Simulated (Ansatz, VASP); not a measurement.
Two plane-wave programs on HfH5

```
Hf H
1.0
     3.54372    0.00000    0.00000
    -1.77186    3.06895    0.00000
     0.00000    0.00000    3.11568
Hf H
1 5
Direct
  0.00000 0.00000 0.00000
  0.00000 0.50000 0.50000
  0.33333 0.66667 0.00000
  0.66667 0.33333 0.00000
  0.50000 0.00000 0.50000
  0.50000 0.50000 0.50000
```

Change from the starting cell: species swapped into the CeFe5 type (P6/mmm, No. 191).

Alike in both runs: functional PBE; k mesh 12 × 12 × 12; occupations gaussian, width 0.1 eV; no spin polarisation.

Ansatz relaxed the structure, and its values are those at the end. VASP's run is a single point on that final structure, the one shown.

|  | VASP | Ansatz |
| --- | --- | --- |
| version | VASP 6.6.1 | Ansatz 0.2.0 |
| potentials or method | VASP PAW PBE potentials, release 64 (Hf_pv, H), cutoff 520 eV | scalar-relativistic, plane waves, PAW |
| valence electrons in the cell | 15 | 31 |

Ansatz gave:

| Property | Result |
| --- | --- |
| gap on the k mesh at the Fermi level (eV) | none |
| pressure (GPa) | 0.0 |

Which values does VASP return?

gap on the k mesh at the Fermi level (eV): none; pressure (GPa): -0.9.

A gap of «none» marks a metal or a gap that the smearing closes. With one functional, cell and mesh, what is left measures potentials, basis and numerics. VASP's potentials hold 15 valence electrons a cell and Ansatz's 31, so a difference there can come from the potentials and not from the codes.

Spin-orbit coupling is off throughout.
